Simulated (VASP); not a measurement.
AgCl (Chlorargyrite):

```
Ag Cl
1.0
     0.00000    2.67917    2.67917
     2.67917    0.00000    2.67917
     2.67917    2.67917    0.00000
Ag Cl
1 1
Direct
  0.00000 0.00000 0.00000
  0.50000 0.50000 0.50000
```

Program: VASP 6.6.1. Alike in all runs: task single point; no spin polarisation; cell as given; cutoff (eV) 520; smearing fermi-dirac 0.05 eV.

Task: Order these runs on this cell by their band gap on the k mesh, lowest first.
A. level PBE; potentials or basis VASP PAW PBE potentials, release 64 (Ag, Cl); k mesh 7 × 7 × 7
B. level LDA; potentials or basis VASP PAW LDA potentials, release 64 (Ag, Cl); k mesh 7 × 7 × 7
C. level r2SCAN; potentials or basis VASP PAW PBE potentials, release 64 (Ag, Cl); k mesh 8 × 8 × 8

Result: B (0.75 eV), A (1.00 eV), C (1.45 eV).

A k mesh can miss the band edges, odd and even meshes differently.
